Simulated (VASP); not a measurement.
CuO:

```
Cu O
1.0
     2.34185   -1.71130    0.00000
     2.34185    1.71130    0.00000
    -0.85003    0.00000    5.05787
Cu O
2 2
Direct
  0.50000 0.00000 0.50000
  0.00000 0.50000 0.00000
  0.41840 0.58160 0.75000
  0.58160 0.41840 0.25000
```

Base run:

```yaml
Program: VASP 6.6.1
Functional: SVWN5
Potentials_or_basis: VASP PAW PBE potentials, release 64 (Cu_sv_GW, O)
Cutoff: 820 eV
k_mesh: 10 × 10 × 5
Occupations: fermi-dirac, width 0.05 eV
Spin: no spin polarisation
```

Its results: band gap on the k mesh zero (bands 25 and 26 overlap by 0.60 eV); pressure -10.3 GPa; largest force 0.460 eV/Å.

**Question.** After a change of settings the same cell gave: band gap on the k mesh zero (bands 25 and 26 overlap by 0.60 eV); pressure 9.0 GPa; largest force 0.206 eV/Å. Which change was it?
A. functional from SVWN5 to PBE; occupations from fermi-dirac, width 0.05 eV to gaussian, width 0.021 eV
B. functional from SVWN5 to PBEsol; hubbard terms from none to Cu d U = 5.0 eV
C. functional from SVWN5 to revPBE
D. functional from SVWN5 to PBE; k mesh from 10 × 10 × 5 to 6 × 6 × 3

**Answer.** C.

revPBE binds less tightly than SVWN5, so the same cell stands under more pressure.

Caveats: the PAW data sets were made with another functional, which shifts forces and pressure a little; semilocal functionals often make such compounds metallic where correlation or magnetic order opens a gap, which also shifts bond lengths; the stress differs along the axes, from -13 to -6 GPa (at least some runs); the cell stands under pressure (at least some runs).
